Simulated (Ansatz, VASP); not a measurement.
# Hg: VASP beside Ansatz

The input INCAR:

```
SYSTEM = Hg
PREC = Accurate ; ENCUT = 520
EDIFF = 1E-8 ; ISMEAR = -1
SIGMA = 0.03 ; LREAL = .False.
LASPH = .True. ; NELM = 100
ALGO = Normal ; ISIF = 2
LWAVE = .False. ; LCHARG = .False.
GGA = PE ; LEFG = .True.
NBANDS = 12
```

KPOINTS

```
regular mesh
0
Gamma
  12 12 12
  0 0 0
```

Contents of POSCAR:

```
Hg
1.0
    1.7183893641      0.9921125620      2.2190062596
   -1.7183893641      0.9921125620      2.2190062596
    0.0000000000     -1.9842251239      2.2190062596
Hg
1
Direct
    0.0000000000      0.0000000000      0.0000000000
```

Input for Ansatz:

```yaml
crystal:
  lattice:
    - [1.7183893641, 0.992112562, 2.2190062596]
    - [-1.7183893641, 0.992112562, 2.2190062596]
    - [0.0, -1.9842251239, 2.2190062596]
  atoms:
    - { symbol: Hg, position: [0.0, 0.0, 0.0] }
kpoints:
  mp_grid: { grid: [12, 12, 12] }
scf:
  occupations: { method: fermi_dirac, width: 0.03 }
hamiltonian:
  xc: pbe
  pseudopotentials: { kind: paw }
output:
  forces: true
  stress: true
  eigenvalues: true
  efg: { contact_densities: true }
```

Change from the starting cell: volume scaled by 0.98, PAW files.

Alike in both runs: task electric field gradients; functional PBE; k mesh 12 × 12 × 12; occupations fermi-dirac, width 0.03 eV; no spin polarisation.

```csv
,VASP,Ansatz
version,VASP 6.6.1,Ansatz 0.2.0
potentials or method,"VASP PAW PBE potentials, release 64 (Hg)","PAW with Ansatz's default frozen-core files, scalar-relativistic"
plane-wave cutoff (eV),520,420
valence electrons in the cell,12,20
```

|  | VASP | Ansatz | Ansatz less VASP |
| --- | --- | --- | --- |
| pressure (GPa) | 7.8 | 7.3 | -0.48 |
| traceless stress, the component that is largest in VASP (GPa) | 1.24 | 1.04 | -0.200 |
| size of Vzz on the site where it differs most (V/Å²) | 153.5 | 128.7 | -24.82 |

VASP's potentials hold 12 valence electrons a cell and Ansatz's 20, so a difference there can come from the potentials and not from the codes.

Spin-orbit coupling is off throughout.
